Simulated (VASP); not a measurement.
Here is a VASP 6.6.1 calculation.

File INCAR:

```
ALGO = Normal
EDIFF = 1E-6
ENCUT = 500
GGA_COMPAT = F
ISIF = 2
ISMEAR = 0
LASPH = T
LCHARG = F
LREAL = F
LWAVE = F
NBANDS = 20
NELM = 120
PREC = Accurate
SIGMA = 0.1
```

Contents of KPOINTS:

```
k-points
0
Gamma
  8 8 2
```

File POSCAR:

```
MoS2
1.0
    3.1841260800      0.0000000000      0.0000000000
   -1.5920630400      2.7575340800      0.0000000000
    0.0000000000      0.0000000000     17.3345999500
Mo S
1 2
Direct
    0.0000000000      0.0000000000      0.0000000000
    0.3333333333      0.6666666667      0.0894929800
    0.3333333333      0.6666666667      0.9105070200
```

Potentials or basis: VASP PAW LDA potentials, release 64 (Mo_sv, S).

Command:

```sh
$ cat potpaw_LDA.64/Mo_sv/POTCAR potpaw_LDA.64/S/POTCAR > POTCAR
$ mpirun -np 1 vasp_std > vasp.out
```

What does it give for the largest force?

0.377 eV/Å.

Predict the band gap on the k mesh.

1.78 eV (least direct gap 1.98 eV).

Forces in eV/Å, atoms in the order of the input:
```
Mo   0.000  0.000  0.000
S    0.000  0.000 -0.377
S    0.000  0.000  0.377
```

Caveat: there is no dipole correction, which matters where the two faces differ.
